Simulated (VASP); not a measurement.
The system is BAs.

```
B As
1.0
     3.36586    0.00000    0.00000
    -1.68293    2.91492    0.00000
     0.00000    0.00000    8.74460
B As
2 2
Direct
  0.33333 0.66667 0.25000
  0.66667 0.33333 0.75000
  0.66667 0.33333 0.25000
  0.33333 0.66667 0.75000
```

Base run:

- Program: VASP 6.6.1
- Functional: PBE
- Potentials or basis: VASP PAW PBE potentials, release 64 (B, As)
- Cutoff: 520 eV
- k mesh: 9 × 9 × 2
- Occupations: gaussian, width 0.01 eV
- Spin: no spin polarisation

Its results: band gap on the k mesh 0.72 eV; pressure 2.1 GPa.

Q: The run is repeated on the same cell with these changes: functional from PBE to HSE06; k mesh from 9 × 9 × 2 to 6 × 6 × 2. What comes out?

A: Band gap on the k mesh 1.14 eV; pressure -0.1 GPa.

Several settings changed at once.

Caveats: this functional lacks dispersion, which binds the layers, so the pressure and a relaxed spacing across them are unreliable; an odd mesh through Γ misses points on the zone boundary, where band edges can lie (at least some runs); the PAW data sets were made with another functional, which shifts forces and pressure a little (at least some runs).
